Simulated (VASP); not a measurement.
# BaTiO3 (P4mm) in VASP: single point with PBEsol

Aim: the single point of BaTiO3 with PBEsol.

Everything below comes from runs of VASP 6.6.1. Logs are shortened: lines on timing, memory, paths and dates and some standing lists are left out, and cuts for length are marked.

### Step 1. The cell of the first run

Symmetry: P4mm, No. 99, tetragonal system. The conventional cell has a = 4.000 Å, b = 4.000 Å, c = 4.018 Å, α = 90.00°, β = 90.00°, γ = 90.00°. Ba (site symmetry 4mm) has 12 O at 2.79 to 2.88 Å and 8 Ti at 3.45 to 3.49 Å within 3.7 Å. Ti (site symmetry 4mm) has 6 O at 1.89 to 2.13 Å within 2.5 Å. O (site symmetry 4mm) has 2 Ti at 1.89 to 2.13 Å within 2.5 Å. O (site symmetry 2mm) has 2 Ti at 2.00 Å and 4 Ba at 2.79 to 2.88 Å and 8 O at 2.83 to 2.84 Å within 2.9 Å.

### Step 2. Single point, PBEsol

Contents of POSCAR:

```
BaTiO3
1.0
    3.9998000000      0.0000000000      0.0000000000
    0.0000000000      3.9998000000      0.0000000000
    0.0000000000      0.0000000000      4.0180000000
Ba Ti O
1 1 3
Direct
    0.0000000000      0.0000000000      0.0000000000
    0.5000000000      0.5000000000      0.4900000000
    0.5000000000      0.5000000000      0.0190000000
    0.5000000000      0.0000000000      0.5170000000
    0.0000000000      0.5000000000      0.5170000000
```

Contents of INCAR.step1:

```
ALGO = Normal
EDIFF = 1E-6
ENCUT = 520
GGA = PS
GGA_COMPAT = F
ISIF = 2
ISMEAR = 0
LASPH = T
LCHARG = T
LMAXMIX = 4
LORBIT = 11
LREAL = F
LWAVE = F
NBANDS = 28
NEDOS = 2001
NELM = 120
PREC = Accurate
SIGMA = 0.01
```

Contents of KPOINTS.step1:

```
Automatic mesh
0
Gamma
  4 4 4
  0.5 0.5 0.5
```

Contents of INCAR.step2:

```
ALGO = Normal
EDIFF = 1E-6
ENCUT = 520
GGA = PS
GGA_COMPAT = F
ICHARG = 11
ISIF = 2
ISMEAR = -5
LASPH = T
LCHARG = F
LMAXMIX = 4
LORBIT = 11
LREAL = F
LWAVE = F
NEDOS = 1001
NELM = 120
PREC = Accurate
SIGMA = 0.01
```

Contents of KPOINTS.step2:

```
k-points
0
Gamma
  6 6 6
```

Potentials or basis: VASP PAW PBE potentials, release 64 (Ba_sv, Ti_sv, O).

Started as:

```
$ cat potpaw_PBE.64/Ba_sv/POTCAR potpaw_PBE.64/Ti_sv/POTCAR potpaw_PBE.64/O/POTCAR > POTCAR
$ cp INCAR.step1 INCAR
$ cp KPOINTS.step1 KPOINTS
$ mpirun -np 1 vasp_std > vasp.out
$ cp INCAR.step2 INCAR
$ cp KPOINTS.step2 KPOINTS
$ mpirun -np 1 vasp_std > vasp.out
```

OUTCAR:

```text
EDIFF = 1E-6
   ENCUT = 520
   GGA = PS
   ICHARG = 11
   ISIF = 2
   ISMEAR = -5
   LASPH = T
   LORBIT = 11
   LREAL = F
   NELM = 120
   PREC = Accurate

 ion  position               nearest neighbor table
   1  0.000  0.000  0.000-   4 2.79   5 2.79   5 2.79   4 2.79   3 2.83   3 2.83   3 2.83   3 2.83
                             4 2.88   5 2.88   5 2.88   4 2.88   2 3.45   2 3.45   2 3.45   2 3.45
   2  0.500  0.500  0.490-   3 1.89   4 2.00   5 2.00   4 2.00   5 2.00   3 2.13   1 3.45   1 3.45
                             1 3.45   1 3.45   1 3.49   1 3.49   1 3.49   1 3.49
   3  0.500  0.500  0.019-   2 1.89   2 2.13   1 2.83   1 2.83   1 2.83   1 2.83
   4  0.500  0.000  0.517-   2 2.00   2 2.00   1 2.79   1 2.79   1 2.88   1 2.88
   5  0.000  0.500  0.517-   2 2.00   2 2.00   1 2.79   1 2.79   1 2.88   1 2.88

  LATTYP: Found a simple tetragonal cell.
 ALAT       =     3.9998000000
 C/A-ratio  =     1.0045502275

  Lattice vectors:

 A1 = (   3.9998000000,   0.0000000000,   0.0000000000)
 A2 = (   0.0000000000,   3.9998000000,   0.0000000000)
 A3 = (   0.0000000000,   0.0000000000,   4.0180000000)

Analysis of symmetry for initial positions (statically):
=====================================================================
 Subroutine PRICEL returns:
 Original cell was already a primitive cell.

 Routine SETGRP: Setting up the symmetry group for a
 simple tetragonal supercell.

 Subroutine GETGRP returns: Found  8 space group operations
 (whereof  8 operations were pure point group operations)
 out of a pool of 16 trial point group operations.

The static configuration has the point symmetry C_4v.

Analysis of symmetry for dynamics (positions and initial velocities):
=====================================================================
 Subroutine PRICEL returns:
 Original cell was already a primitive cell.

 Routine SETGRP: Setting up the symmetry group for a
 simple tetragonal supercell.

 Subroutine GETGRP returns: Found  8 space group operations
 (whereof  8 operations were pure point group operations)
 out of a pool of 16 trial point group operations.

The dynamic configuration has the point symmetry C_4v.

 Subroutine INISYM returns: Found  8 space group operations
 (whereof  8 operations are pure point group operations),
 and found     1 'primitive' translations

----------------------------------------------------------------------------------------

                                     Primitive cell

  volume of cell :      64.2816

  direct lattice vectors                    reciprocal lattice vectors
     3.999800000  0.000000000  0.000000000     0.250012501  0.000000000  0.000000000
     0.000000000  3.999800000  0.000000000     0.000000000  0.250012501  0.000000000
     0.000000000  0.000000000  4.018000000     0.000000000  0.000000000  0.248880040

  length of vectors
     3.999800000  3.999800000  4.018000000     0.250012501  0.250012501  0.248880040

  position of ions in fractional coordinates (direct lattice)
     0.000000000  0.000000000  0.000000000
     0.500000000  0.500000000  0.490000000
     0.500000000  0.500000000  0.019000000
     0.500000000  0.000000000  0.517000000
     0.000000000  0.500000000  0.517000000

  ion indices of the primitive-cell ions
   primitive index   ion index
                 1           1
                 2           2
                 3           3
                 4           4
                 5           5

----------------------------------------------------------------------------------------

 KPOINTS: k-points

Automatic generation of k-mesh.
 Grid dimensions read from file:
 generate k-points for:    6    6    6

 Generating k-lattice:

  Cartesian coordinates                     Fractional coordinates (reciprocal lattice)
     0.041668750  0.000000000  0.000000000     0.166666667  0.000000000  0.000000000
     0.000000000  0.041668750  0.000000000     0.000000000  0.166666667  0.000000000
     0.000000000  0.000000000  0.041480007     0.000000000  0.000000000  0.166666667

  Length of vectors
     0.041668750  0.041668750  0.041480007

  Shift w.r.t. Gamma in fractional coordinates (k-lattice)
     0.000000000  0.000000000  0.000000000

 TETIRR: Found    324 inequivalent tetrahedra from     1296

 Subroutine IBZKPT returns following result:
 ===========================================

 Found     40 irreducible k-points:

 Following reciprocal coordinates:
            Coordinates               Weight
  0.000000  0.000000  0.000000      1.000000
  0.166667  0.000000  0.000000      4.000000
  0.333333  0.000000  0.000000      4.000000
  0.500000  0.000000  0.000000      2.000000
  0.166667  0.166667  0.000000      4.000000
  0.333333  0.166667  0.000000      8.000000
[... 16 lines left out ...]
  0.333333  0.000000  0.333333      8.000000
  0.500000  0.000000  0.333333      4.000000
 [... further k-points ...]
   k-points           NKPTS =     40   k-points in BZ     NKDIM =     40   number of bands    NBANDS=     24
   number of dos      NEDOS =   1001   number of ions     NIONS =      5
   total plane-waves  NPLWV =  27000
   dimension x,y,z NGX =    30 NGY =   30 NGZ =   30
   dimension x,y,z NGXF=    60 NGYF=   60 NGZF=   60
   ions per type =               1   1   3
   NGX,Y,Z   is equivalent  to a cutoff of  12.47, 12.47, 12.41 a.u.
   NGXF,Y,Z  is equivalent  to a cutoff of  24.94, 24.94, 24.83 a.u.
 SYSTEM =  unknown system
   PREC   = accura    normal or accurate (medium, high low for compatibility)
   ISTART =      0    job   : 0-new  1-cont  2-samecut
   ICHARG =     11    charge: 1-file 2-atom 10-const
   ISPIN  =      1    spin polarized calculation?
   LNONCOLLINEAR =      F non collinear calculations
   LSORBIT =      F    spin-orbit coupling
   LASPH  =      T    aspherical Exc in radial PAW
   ENCUT  =  520.0 eV  38.22 Ry    6.18 a.u.   7.44  7.44  7.47*2*pi/ulx,y,z
   NELM   =    120;   NELMIN=  2; NELMDL=  0     # of ELM steps
   EDIFF  = 0.1E-05   stopping-criterion for ELM
   LREAL  =      F    real-space projection
   EDIFFG = 0.1E-04   stopping-criterion for IOM
   NSW    =      0    number of steps for IOM
   IBRION =     -1    ionic relax: 0-MD 1-quasi-New 2-CG
   NFREE  =      0    steps in history (QN), initial steepest desc. (CG)
   ISIF   =      2    stress and relaxation
   ISYM   =      2    0-nonsym 1-usesym 2-fastsym
   POTIM  = 0.5000    time-step for ionic-motion
   TEBEG  =    0.0;   TEEND  =   0.0 temperature during run
   PSTRESS=    0.0 pullay stress
   NELECT =      40.0000    total number of electrons
   NUPDOWN=      -1.0000    fix difference up-down
   EMIN   =  10.00;   EMAX   =-10.00  energy-range for DOS
   EFERMI =   0.00;   METHOD = LEGACY
   ISMEAR =    -5;   SIGMA  =   0.01  broadening in eV -4-tet -1-fermi 0-gaus
   EFERMI_NEDOS =   21; number of points for ismear=-14 and -15
   IALGO  =     38    algorithm
   IMIX   =      4    mixing-type and parameters
     AMIX     =   0.40;   BMIX     =  1.00
     AMIX_MAG =   1.60;   BMIX_MAG =  1.00
  volume/ion in A,a.u.               =      12.86        86.76
  Fermi-wavevector in a.u.,A,eV,Ry     =   1.397653  2.641181 26.578078  1.953434
  Thomas-Fermi vector in A             =   2.520888
   LORBIT       =     11    0 simple, 1 ext, 2 COOP (PROOUT), +10 PAW based schemes
   GGA     = PS    functional components
   LHFCALC =     F    Hartree Fock is set to
   AEXX    =    0.0000 exact exchange contribution
   IVDW    =     0    specifies the selected vdW correction
   LEPSILON=     F    determine dielectric tensor
   LRPA    =     F    only Hartree local field effects (RPA)
 non-spin polarized calculation
 Fermi weights with tetrahedron method with Bloechl corrections
  energy-cutoff  :      520.00
  volume of cell :       64.28
 maximum number of plane-waves:      1751
 NGX is ok and might be reduce to    30

 number of electron      39.9999978 magnetization

 Free energy of the ion-electron system (eV)
  ---------------------------------------------------
  ext. energy  EPLUGINS =         0.00000000
  ---------------------------------------------------
  free energy    TOTEN  =       -41.98767871 eV

  energy without entropy =      -41.98767871  energy(sigma->0) =      -41.98767871

 E-fermi :   3.7476     XC(G=0): -11.4998

 val. band max:        3.7036357458   @ k =   0.5000   0.5000   0.5000
 cond. band min:       5.4355331551   @ k =   0.0000   0.0000   0.0000
 fundamental gap:      1.7318974093
 Fermi energy:         3.7475847532

 k-point     1 :       0.0000    0.0000    0.0000
  band No.  band energies     occupation
      1     -52.6224      2.00000
      2     -28.9784      2.00000
      3     -28.9457      2.00000
      4     -28.9457      2.00000
      5     -21.1019      2.00000
      6     -13.1416      2.00000
[... 16 lines left out ...]
     23       5.6546      0.00000
     24       7.7084      0.00000

 k-point     2 :       0.1667    0.0000    0.0000
  band No.  band energies     occupation
      1     -52.6221      2.00000
      2     -28.9779      2.00000
      3     -28.9593      2.00000
      4     -28.9452      2.00000
      5     -21.0717      2.00000
      6     -13.1690      2.00000
[... 16 lines left out ...]
     23       6.0236      0.00000
     24       7.7753      0.00000

 k-point     3 :       0.3333    0.0000    0.0000
  band No.  band energies     occupation
      1     -52.6215      2.00000
      2     -28.9864      2.00000
      3     -28.9768      2.00000
      4     -28.9442      2.00000
      5     -21.0102      2.00000
      6     -13.3015      2.00000
[... 16 lines left out ...]
     23       6.8296      0.00000
     24       7.7730      0.00000

 k-point     4 :       0.5000    0.0000    0.0000
  band No.  band energies     occupation
      1     -52.6213      2.00000
      2     -28.9998      2.00000
      3     -28.9762      2.00000
      4     -28.9436      2.00000
      5     -20.9787      2.00000
      6     -13.3880      2.00000
[... 16 lines left out ...]
     23       7.2323      0.00000
     24       7.7635      0.00000

 k-point     5 :       0.1667    0.1667    0.0000
  band No.  band energies     occupation
      1     -52.6218      2.00000
      2     -28.9774      2.00000
      3     -28.9590      2.00000
      4     -28.9584      2.00000
      5     -21.0442      2.00000
      6     -13.1529      2.00000
[... 16 lines left out ...]
     23       6.2450      0.00000
     24       8.1058      0.00000

 k-point     6 :       0.3333    0.1667    0.0000
  band No.  band energies     occupation
      1     -52.6213      2.00000
      2     -28.9856      2.00000
      3     -28.9762      2.00000
      4     -28.9575      2.00000
      5     -20.9880      2.00000
      6     -13.2068      2.00000
[... 16 lines left out ...]
     23       6.8938      0.00000
     24       8.1748      0.00000
[... 379 lines left out ...]
 k-point    21 :       0.0000    0.0000    0.3333
  band No.  band energies     occupation
      1     -52.6216      2.00000
      2     -29.0174      2.00000
      3     -28.9442      2.00000
      4     -28.9442      2.00000
      5     -21.0135      2.00000
      6     -13.2680      2.00000
[... 16 lines left out ...]
     23       6.8963      0.00000
     24       7.7086      0.00000

 k-point    22 :       0.1667    0.0000    0.3333
  band No.  band energies     occupation
      1     -52.6213      2.00000
      2     -29.0166      2.00000
      3     -28.9575      2.00000
      4     -28.9437      2.00000
      5     -20.9912      2.00000
      6     -13.1692      2.00000
[... 16 lines left out ...]
     23       6.9078      0.00000
     24       8.1384      0.00000

 k-point    23 :       0.3333    0.0000    0.3333
  band No.  band energies     occupation
      1     -52.6208      2.00000
      2     -29.0150      2.00000
      3     -28.9840      2.00000
      4     -28.9427      2.00000
      5     -20.9459      2.00000
      6     -13.0028      2.00000
[... 16 lines left out ...]
     23       7.2048      0.00000
     24       8.4351      0.00000

 k-point    24 :       0.5000    0.0000    0.3333
  band No.  band energies     occupation
      1     -52.6205      2.00000
      2     -29.0141      2.00000
      3     -28.9972      2.00000
      4     -28.9422      2.00000
      5     -20.9228      2.00000
      6     -12.9579      2.00000
[... 16 lines left out ...]
     23       7.4547      0.00000
     24       8.4859      0.00000

 [... further k-points ...]
[... 5 lines left out ...]
  --------------------------------------------------------------------------------------
  -------------------------------------------------------------------------------------
  Total       -0.9197898     -0.9197898     -0.5633594      0.0000000     -0.0000000      0.0000000
  in kB      -22.9251768    -22.9251768    -14.0413753      0.0000000     -0.0000000      0.0000000
  external PRESSURE =     -19.9639096 kB  Pullay stress =       0.0000000 kB

 VOLUME and BASIS-vectors are now :
 -----------------------------------------------------------------------------
  energy-cutoff  :      520.00
  volume of cell :       64.28
      direct lattice vectors                 reciprocal lattice vectors
     3.999800000  0.000000000  0.000000000     0.250012501  0.000000000  0.000000000
     0.000000000  3.999800000  0.000000000     0.000000000  0.250012501  0.000000000
     0.000000000  0.000000000  4.018000000     0.000000000  0.000000000  0.248880040

 POSITION                                       TOTAL-FORCE (eV/Angst)
 -----------------------------------------------------------------------------------
      0.00000      0.00000      0.00000         0.000000     -0.000000      0.053553
      1.99990      1.99990      1.96882         0.000000      0.000000     -0.138327
      1.99990      1.99990      0.07634         0.000000     -0.000000      0.317347
      1.99990      0.00000      2.07731         0.000000     -0.000000     -0.116286
      0.00000      1.99990      2.07731         0.000000      0.000000     -0.116286
 -----------------------------------------------------------------------------------
    total drift:                                0.000000      0.000000      0.005138

  FREE ENERGIE OF THE ION-ELECTRON SYSTEM (eV)
  ---------------------------------------------------
  free  energy   TOTEN  =       -41.9876787103 eV

  energy  without entropy=      -41.9876787103  energy(sigma->0) =      -41.98767871

 total charge

# of ion       s       p       d       tot
------------------------------------------
    1        2.003   5.633   0.337   7.973
    2        2.215   6.274   1.727  10.216
    3        1.561   3.448   0.000   5.009
    4        1.558   3.447   0.000   5.005
    5        1.558   3.447   0.000   5.005
--------------------------------------------------
tot          8.896  22.249   2.063  33.208
```

Run time: 95 s. Hardware: 1 thread of Intel Xeon 8259CL, shared host; peak memory 0.2 GiB.

Results:

```yaml
Valence_electrons_inside_the_program's_atomic_spheres: Ba 7.97; Ti 10.22; O 5.01, 5.00 (each value once)
```

Caveat: the PAW data sets were made with another functional, which shifts forces and pressure a little; spin-orbit coupling is left out, which moves the levels of the heavy elements.
